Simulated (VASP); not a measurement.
# GaBi2O3 (P-4m2) in VASP: single point with PBE

Aim: the single point of GaBi2O3 with PBE.

Everything below comes from runs of VASP 6.6.1. Logs are shortened: lines on timing, memory, paths and dates and some standing lists are left out, and cuts for length are marked.

## Step 1: The cell of the first run

The structure is tetragonal, space group P-4m2 (No. 115). Conventional cell: a = 3.182 Å, b = 3.182 Å, c = 10.978 Å, α = 90.00°, β = 90.00°, γ = 90.00°. Within 2.5 Å of Ga (site symmetry -4m2) lie 4 O at 1.90 Å. Within 2.9 Å of Bi (site symmetry 2mm) lie 3 O at 2.08 to 2.85 Å. O (site symmetry 2mm) has 2 Ga at 1.90 Å within 2.5 Å. O (site symmetry -4m2) has 2 Bi at 2.08 Å within 2.8 Å.

The cell was built from a structure type or drawn by symmetry, and may not be a known phase.

## Step 2: Single point, PBE

INCAR

```
  PREC = Accurate
  ENCUT = 520
  EDIFF = 1E-7
  ISMEAR = 0
  SIGMA = 0.1
  LREAL = F
  LASPH = T
  NELM = 100
  ALGO = Normal
  ISIF = 2
  LWAVE = F
  LCHARG = T
  GGA = PE
  LELF = T
  LVHAR = T
  NBANDS = 40
```

KPOINTS

```
Automatic mesh
0
Gamma
  10 10 4
```

POSCAR

```
GaBi2O3
1.0
    3.1817110192      0.0000000000      0.0000000000
    0.0000000000      3.1817110192      0.0000000000
    0.0000000000      0.0000000000     10.9777914993
Ga Bi O
1 2 3
Direct
    0.0000000000      0.0000000000      0.0000000000
    0.0000000000      0.0000000000      0.6897158568
    0.0000000000      0.0000000000      0.3102841432
    0.0000000000      0.5000000000      0.9046075158
    0.5000000000      0.0000000000      0.0953924842
    0.0000000000      0.0000000000      0.5000000000
```

Potentials or basis: VASP PAW PBE potentials, release 64 (Ga_d, Bi_d, O).

Started as:

```console
$ cat potpaw_PBE.64/Ga_d/POTCAR potpaw_PBE.64/Bi_d/POTCAR potpaw_PBE.64/O/POTCAR > POTCAR
$ mpirun -np 1 vasp_std > vasp.out
```

OUTCAR:

```text
PREC = Accurate
   ENCUT = 520
   EDIFF = 1E-7
   ISMEAR = 0
   LREAL = F
   LASPH = T
   NELM = 100
   ISIF = 2
   GGA = PE

 ion  position               nearest neighbor table
   1  0.000  0.000  0.000-   4 1.90   5 1.90   4 1.90   5 1.90   2 3.41   3 3.41
   2  0.000  0.000  0.690-   6 2.08   4 2.85   4 2.85   1 3.41
   3  0.000  0.000  0.310-   6 2.08   5 2.85   5 2.85   1 3.41
   4  0.000  0.500  0.905-   1 1.90   1 1.90   2 2.85   2 2.85
   5  0.500  0.000  0.095-   1 1.90   1 1.90   3 2.85   3 2.85
   6  0.000  0.000  0.500-   2 2.08   3 2.08

  LATTYP: Found a simple tetragonal cell.
 ALAT       =     3.1817110192
 C/A-ratio  =     3.4502792469

  Lattice vectors:

 A1 = (   3.1817110192,   0.0000000000,   0.0000000000)
 A2 = (   0.0000000000,   3.1817110192,   0.0000000000)
 A3 = (   0.0000000000,   0.0000000000,  10.9777914993)

Analysis of symmetry for initial positions (statically):
=====================================================================
 Subroutine PRICEL returns:
 Original cell was already a primitive cell.

 Routine SETGRP: Setting up the symmetry group for a
 simple tetragonal supercell.

 Subroutine GETGRP returns: Found  8 space group operations
 (whereof  8 operations were pure point group operations)
 out of a pool of 16 trial point group operations.

The static configuration has the point symmetry D_2d.

Analysis of symmetry for dynamics (positions and initial velocities):
=====================================================================
 Subroutine PRICEL returns:
 Original cell was already a primitive cell.

 Routine SETGRP: Setting up the symmetry group for a
 simple tetragonal supercell.

 Subroutine GETGRP returns: Found  8 space group operations
 (whereof  8 operations were pure point group operations)
 out of a pool of 16 trial point group operations.

The dynamic configuration has the point symmetry D_2d.

 Subroutine INISYM returns: Found  8 space group operations
 (whereof  8 operations are pure point group operations),
 and found     1 'primitive' translations

----------------------------------------------------------------------------------------

                                     Primitive cell

  volume of cell :     111.1313

  direct lattice vectors                    reciprocal lattice vectors
     3.181711019  0.000000000  0.000000000     0.314296300  0.000000000  0.000000000
     0.000000000  3.181711019  0.000000000     0.000000000  0.314296300  0.000000000
     0.000000000  0.000000000 10.977791499     0.000000000  0.000000000  0.091093004

  length of vectors
     3.181711019  3.181711019 10.977791499     0.314296300  0.314296300  0.091093004

  position of ions in fractional coordinates (direct lattice)
     0.000000000  0.000000000  0.000000000
     0.000000000  0.000000000  0.689715857
     0.000000000  0.000000000  0.310284143
     0.000000000  0.500000000  0.904607516
     0.500000000  0.000000000  0.095392484
     0.000000000  0.000000000  0.500000000

  ion indices of the primitive-cell ions
   primitive index   ion index
                 1           1
                 2           2
                 3           3
                 4           4
                 5           5
                 6           6

----------------------------------------------------------------------------------------

 KPOINTS: Automatic mesh

Automatic generation of k-mesh.
 Grid dimensions read from file:
 generate k-points for:   10   10    4

 Generating k-lattice:

  Cartesian coordinates                     Fractional coordinates (reciprocal lattice)
     0.031429630  0.000000000  0.000000000     0.100000000  0.000000000  0.000000000
     0.000000000  0.031429630  0.000000000     0.000000000  0.100000000  0.000000000
     0.000000000  0.000000000  0.022773251     0.000000000  0.000000000  0.250000000

  Length of vectors
     0.031429630  0.031429630  0.022773251

  Shift w.r.t. Gamma in fractional coordinates (k-lattice)
     0.000000000  0.000000000  0.000000000

 Subroutine IBZKPT returns following result:
 ===========================================

 Found     63 irreducible k-points:

 Following reciprocal coordinates:
            Coordinates               Weight
  0.000000  0.000000  0.000000      1.000000
  0.100000  0.000000  0.000000      4.000000
  0.200000  0.000000  0.000000      4.000000
  0.300000  0.000000  0.000000      4.000000
  0.400000  0.000000  0.000000      4.000000
  0.500000  0.000000  0.000000      2.000000
[... 16 lines left out ...]
  0.100000  0.000000  0.250000      8.000000
  0.200000  0.000000  0.250000      8.000000
 [... further k-points ...]
   k-points           NKPTS =     63   k-points in BZ     NKDIM =     63   number of bands    NBANDS=     40
   number of dos      NEDOS =    301   number of ions     NIONS =      6
   total plane-waves  NPLWV =  48384
   dimension x,y,z NGX =    24 NGY =   24 NGZ =   84
   dimension x,y,z NGXF=    48 NGYF=   48 NGZF=  168
   ions per type =               1   2   3
   NGX,Y,Z   is equivalent  to a cutoff of  12.54, 12.54, 12.72 a.u.
   NGXF,Y,Z  is equivalent  to a cutoff of  25.08, 25.08, 25.44 a.u.
 SYSTEM =  unknown system
   PREC   = accura    normal or accurate (medium, high low for compatibility)
   ISTART =      0    job   : 0-new  1-cont  2-samecut
   ICHARG =      2    charge: 1-file 2-atom 10-const
   ISPIN  =      1    spin polarized calculation?
   LNONCOLLINEAR =      F non collinear calculations
   LSORBIT =      F    spin-orbit coupling
   LASPH  =      T    aspherical Exc in radial PAW
   ENCUT  =  520.0 eV  38.22 Ry    6.18 a.u.   5.92  5.92 20.41*2*pi/ulx,y,z
   NELM   =    100;   NELMIN=  2; NELMDL= -5     # of ELM steps
   EDIFF  = 0.1E-06   stopping-criterion for ELM
   LREAL  =      F    real-space projection
   EDIFFG = 0.1E-05   stopping-criterion for IOM
   NSW    =      0    number of steps for IOM
   IBRION =     -1    ionic relax: 0-MD 1-quasi-New 2-CG
   NFREE  =      0    steps in history (QN), initial steepest desc. (CG)
   ISIF   =      2    stress and relaxation
   ISYM   =      2    0-nonsym 1-usesym 2-fastsym
   POTIM  = 0.5000    time-step for ionic-motion
   TEBEG  =    0.0;   TEEND  =   0.0 temperature during run
   PSTRESS=    0.0 pullay stress
   NELECT =      61.0000    total number of electrons
   NUPDOWN=      -1.0000    fix difference up-down
   EMIN   =  10.00;   EMAX   =-10.00  energy-range for DOS
   EFERMI =   0.00;   METHOD = LEGACY
   ISMEAR =     0;   SIGMA  =   0.10  broadening in eV -4-tet -1-fermi 0-gaus
   EFERMI_NEDOS =   21; number of points for ismear=-14 and -15
   IALGO  =     38    algorithm
   IMIX   =      4    mixing-type and parameters
     AMIX     =   0.40;   BMIX     =  1.00
     AMIX_MAG =   1.60;   BMIX_MAG =  1.00
  volume/ion in A,a.u.               =      18.52       124.99
  Fermi-wavevector in a.u.,A,eV,Ry     =   1.340415  2.533017 24.445758  1.796713
  Thomas-Fermi vector in A             =   2.468730
   LORBIT       =      0    0 simple, 1 ext, 2 COOP (PROOUT), +10 PAW based schemes
   GGA     = PE    functional components
   LHFCALC =     F    Hartree Fock is set to
   AEXX    =    0.0000 exact exchange contribution
   IVDW    =     0    specifies the selected vdW correction
   LEPSILON=     F    determine dielectric tensor
   LRPA    =     F    only Hartree local field effects (RPA)
 non-spin polarized calculation
 Gauss-broadening in eV      SIGMA  =   0.10
  energy-cutoff  :      520.00
  volume of cell :      111.13
 maximum number of plane-waves:      3056
 NGX is ok and might be reduce to    24
   NGX = 11   NGY = 11   NGZ = 41

 number of electron      60.9999995 magnetization

 Free energy of the ion-electron system (eV)
  ---------------------------------------------------
  ext. energy  EPLUGINS =         0.00000000
  ---------------------------------------------------
  free energy    TOTEN  =       -31.06112693 eV

  energy without entropy =      -31.05253488  energy(sigma->0) =      -31.05683091

 E-fermi :   4.9068     XC(G=0): -10.0048

 val. band max:        4.8967768020   @ k =   0.0000   0.0000   0.0000
 cond. band min:       4.9177008946   @ k =   0.3000   0.1000   0.2500
 fundamental gap:      0.0209240926
 Fermi energy:         4.9067849932

 k-point     1 :       0.0000    0.0000    0.0000
  band No.  band energies     occupation
      1     -18.2971      2.00000
      2     -18.2525      2.00000
      3     -18.2520      2.00000
      4     -18.1235      2.00000
      5     -17.8782      2.00000
      6     -17.8782      2.00000
[... 32 lines left out ...]
     39      14.1132      0.00000
     40      14.4842      0.00000

 k-point     2 :       0.1000    0.0000    0.0000
  band No.  band energies     occupation
      1     -18.2906      2.00000
      2     -18.2302      2.00000
      3     -18.2266      2.00000
      4     -18.1119      2.00000
      5     -17.8893      2.00000
      6     -17.8773      2.00000
[... 32 lines left out ...]
     39      14.5327      0.00000
     40      14.6259      0.00000

 k-point     3 :       0.2000    0.0000    0.0000
  band No.  band energies     occupation
      1     -18.2818      2.00000
      2     -18.1908      2.00000
      3     -18.1507      2.00000
      4     -18.0634      2.00000
      5     -17.9185      2.00000
      6     -17.9047      2.00000
[... 32 lines left out ...]
     39      14.4163      0.00000
     40      14.7048      0.00000

 k-point     4 :       0.3000    0.0000    0.0000
  band No.  band energies     occupation
      1     -18.2741      2.00000
      2     -18.1685      2.00000
      3     -18.0538      2.00000
      4     -17.9769      2.00000
      5     -17.9543      2.00000
      6     -17.9412      2.00000
[... 32 lines left out ...]
     39      13.7848      0.00000
     40      14.3891      0.00000
[... 772 lines left out ...]
     39      13.9881      0.00000
     40      14.3528      0.00000

 k-point    23 :       0.1000    0.0000    0.2500
  band No.  band energies     occupation
      1     -18.2904      2.00000
      2     -18.2302      2.00000
      3     -18.2266      2.00000
      4     -18.1120      2.00000
      5     -17.8893      2.00000
      6     -17.8772      2.00000
[... 32 lines left out ...]
     39      14.4143      0.00000
     40      14.6904      0.00000

 k-point    24 :       0.2000    0.0000    0.2500
  band No.  band energies     occupation
      1     -18.2816      2.00000
      2     -18.1909      2.00000
      3     -18.1506      2.00000
      4     -18.0635      2.00000
      5     -17.9185      2.00000
      6     -17.9048      2.00000
[... 32 lines left out ...]
     39      14.4177      0.00000
     40      14.6755      0.00000

 [... further k-points ...]

------------------------ aborting loop because EDIFF is reached ----------------------------------------

  FORCE on cell =-STRESS in cart. coord.  units (eV):
  Direction    XX          YY          ZZ          XY          YZ          ZX
  --------------------------------------------------------------------------------------
  -------------------------------------------------------------------------------------
  Total        0.0571005      0.0571005      0.2418024      0.0000000      0.0000000      0.0000000
  in kB        0.8232166      0.8232166      3.4860595      0.0000000      0.0000000      0.0000000
  external PRESSURE =       1.7108309 kB  Pullay stress =       0.0000000 kB

 VOLUME and BASIS-vectors are now :
 -----------------------------------------------------------------------------
  energy-cutoff  :      520.00
  volume of cell :      111.13
      direct lattice vectors                 reciprocal lattice vectors
     3.181711019  0.000000000  0.000000000     0.314296300  0.000000000  0.000000000
     0.000000000  3.181711019  0.000000000     0.000000000  0.314296300  0.000000000
     0.000000000  0.000000000 10.977791499     0.000000000  0.000000000  0.091093004

 POSITION                                       TOTAL-FORCE (eV/Angst)
 -----------------------------------------------------------------------------------
      0.00000      0.00000      0.00000        -0.000000     -0.000000      0.000000
      0.00000      0.00000      7.57156        -0.000000     -0.000000      0.046233
      0.00000      0.00000      3.40623        -0.000000     -0.000000     -0.046233
      0.00000      1.59086      9.93059        -0.000000     -0.000000     -0.051035
      1.59086      0.00000      1.04720         0.000000     -0.000000      0.051035
      0.00000      0.00000      5.48890        -0.000000      0.000000      0.000000
 -----------------------------------------------------------------------------------
    total drift:                                0.000000     -0.000000      0.000000

  FREE ENERGIE OF THE ION-ELECTRON SYSTEM (eV)
  ---------------------------------------------------
  free  energy   TOTEN  =       -31.0611269293 eV

  energy  without entropy=      -31.0525348842  energy(sigma->0) =      -31.05683091
```

It took 1.8 min on 1 thread of Intel Xeon 6975P-C (Granite Rapids), shared host; peak memory 0.37 GiB.

Results:

```yaml
Free_energy: -31.0611 eV
Pressure: 0.2 GPa
Largest_force: 0.051 eV/Å
Band_gap_on_the_k_mesh: zero (an odd number of electrons rules out a gap without spin polarisation)
```

Forces in eV/Å, atoms in the order of the input:
```
Ga   0.000  0.000  0.000
Bi   0.000  0.000  0.046
Bi   0.000  0.000 -0.046
O    0.000  0.000 -0.051
O    0.000  0.000  0.051
O    0.000  0.000  0.000
```

Stress tensor (GPa, compression positive):
```
0.08 0.00 0.00
0.00 0.08 0.00
0.00 0.00 0.35
```

Levels at points of the mesh, in eV from the Fermi level:
```
           k point  band 27  band 28  band 29  band 30  band 31  band 32  band 33  band 34  band 35  band 36
(0.00, 0.00, 0.00)    -1.32    -0.92    -0.92    -0.01     3.23     3.92     4.66     4.66     5.17     5.17
(0.50, 0.00, 0.00)    -2.28    -2.03    -1.44    -0.90    -0.77     3.10     4.18     6.51     6.66     6.93
(0.50, 0.50, 0.00)    -2.54    -2.24    -1.64    -1.64    -1.61    -0.40    -0.40     4.09     4.64     4.87
(0.00, 0.00, 0.50)    -1.65    -0.91    -0.91     1.46     1.75     4.64     4.64     5.07     5.07     5.19
(0.50, 0.00, 0.50)    -1.62    -1.51    -1.44    -1.23    -0.77     2.48     4.84     6.41     6.71     6.90
(0.50, 0.50, 0.50)    -2.75    -2.54    -1.80    -1.80    -1.61    -0.30    -0.30     4.12     4.60     5.20
```

Caveat: spin-orbit coupling is left out, which moves the levels of the heavy elements; an odd number of electrons without spin polarisation forces a metal; a magnetic or distorted state may lie lower.
